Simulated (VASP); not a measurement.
Set up this calculation in VASP 6.6.1, as the native input.

- Task: single point
- Functional: PBEsol
- Potentials or basis: VASP PAW PBE potentials, release 64 (Cs_sv)
- Cutoff: 520 eV
- k mesh: 8 × 8 × 4
- Occupations: fermi-dirac, width 0.1 eV
- Spin: no spin polarisation
- Dipole correction: no
- Further INCAR settings: ALGO = Normal; EDIFF = 1e-06; NBANDS = 16

The structure of Cs lies in POSCAR:

```
Cs
1.0
    5.3126896192      0.0000000000      0.0000000000
   -2.6563448096      4.6009241727      0.0000000000
    0.0000000000      0.0000000000      8.6756221482
Cs
2
Direct
    0.3333333333      0.6666666667      0.2500000000
    0.6666666667      0.3333333333      0.7500000000
```

This isn't the form of Cs at room conditions, which is bcc.

These files were run (other wordings do the same):

INCAR

```
SYSTEM = Cs
ALGO = Normal ; EDIFF = 1E-6
ENCUT = 520 ; GGA = PS
ISIF = 2 ; ISMEAR = -1
LASPH = .True. ; LCHARG = .False.
LREAL = .False. ; LWAVE = .False.
NBANDS = 16 ; NELM = 100
PREC = Accurate ; SIGMA = 0.1
```

KPOINTS

```
k-points
0
Gamma
  8 8 4
  0 0 0
```

Potentials or basis: VASP PAW PBE potentials, release 64 (Cs_sv).

Launch:

```sh
$ cat potpaw_PBE.64/Cs_sv/POTCAR > POTCAR
$ mpirun -np 1 vasp_std > vasp.out
```

Results of the run:

```json
{
 "Pressure": "0.1 GPa",
 "Band gap on the k mesh": "zero (bands 9 and 10 overlap by 1.67 eV)"
}
```

Caveat: the PAW data sets were made with another functional, which shifts forces and pressure a little; spin-orbit coupling is left out, which moves the levels of the heavy elements.

Wall time 32 s on 1 thread of Intel(R) Xeon(R) 6975P-C (Granite Rapids) (shared host), peak memory 0.34 GiB.
